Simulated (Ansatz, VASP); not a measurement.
**One calculation of AlNi3, two programs**

```
Al Ni
1.0
     0.00000    2.80189    2.80189
     2.80189    0.00000    2.80189
     2.80189    2.80189    0.00000
Al Ni
1 3
Direct
  0.50000 0.50000 0.50000
  0.25000 0.25000 0.25000
  0.00000 0.00000 0.00000
  0.75000 0.75000 0.75000
```

Alike in both runs: task single point; functional PBEsol; k mesh 8 × 8 × 8; occupations gaussian, width 0.1 eV; no spin polarisation.

|  | VASP | Ansatz |
| --- | --- | --- |
| version | VASP 6.6.1 | Ansatz 0.2.0 |
| potentials or method | VASP PAW PBE potentials, release 64 (Al, Ni), cutoff 520 eV | scalar-relativistic, plane waves, PAW |
| valence electrons in the cell | 33 | 57 |

```tsv
	VASP	Ansatz	Ansatz less VASP
gap on the k mesh at the Fermi level (eV)	none	none	-
pressure (GPa)	-0.7	-0.7	-0.08
```

VASP's potentials were made for PBE, not for PBEsol. A gap of «none» marks a metal or a gap that the smearing closes. The functional is the same, so the differences come from potentials, cutoffs and numerics. VASP's potentials hold 33 valence electrons a cell and Ansatz's 57, so a difference there can come from the potentials and not from the codes.
